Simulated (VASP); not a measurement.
A run of VASP 6.6.1:

The input INCAR:

```
SYSTEM = Al5N
PREC = Accurate ; ENCUT = 520
EDIFF = 1E-6 ; ISMEAR = 0
SIGMA = 0.1 ; LREAL = .FALSE.
LASPH = .TRUE. ; NELM = 100
ALGO = Normal ; ISIF = 2
LWAVE = .FALSE. ; LCHARG = .FALSE.
GGA = PE ; NBANDS = 19
```

KPOINTS

```
regular mesh
0
G
  6 6 6
  0 0 0
```

POSCAR

```
Al5N
1.0
    2.7227790083      1.5719971934      4.2592421874
   -2.7227790083      1.5719971934      4.2592421874
    0.0000000000     -3.1439943868      4.2592421874
Al N
5 1
Direct
    0.3427354877      0.8507317903      0.3427354877
    0.3427354877      0.3427354877      0.8507317903
    0.8507317903      0.3427354877      0.3427354877
    0.7489385627      0.7489385627      0.7489385627
    0.3490828564      0.3490828564      0.3490828564
    0.5987523851      0.5987523851      0.5987523851
```

Potentials or basis: VASP PAW PBE potentials, release 64 (Al, N).

Launch:

```console
$ cat potpaw_PBE.64/Al/POTCAR potpaw_PBE.64/N/POTCAR > POTCAR
$ mpirun -np 1 vasp_std > vasp.out
```

Hardware: 1 thread of Intel(R) Xeon(R) Platinum 8175M CPU @ 2.50GHz (Skylake/Cascade Lake) (shared host).

**Question.** Estimate the wall time of this run.

**Answer.** It took 70 s on 1 thread of Intel(R) Xeon(R) Platinum 8175M CPU @ 2.50GHz (Skylake/Cascade Lake), on a shared host, peak memory 0.25 GiB. Counts: scf iterations 15, k points 32.
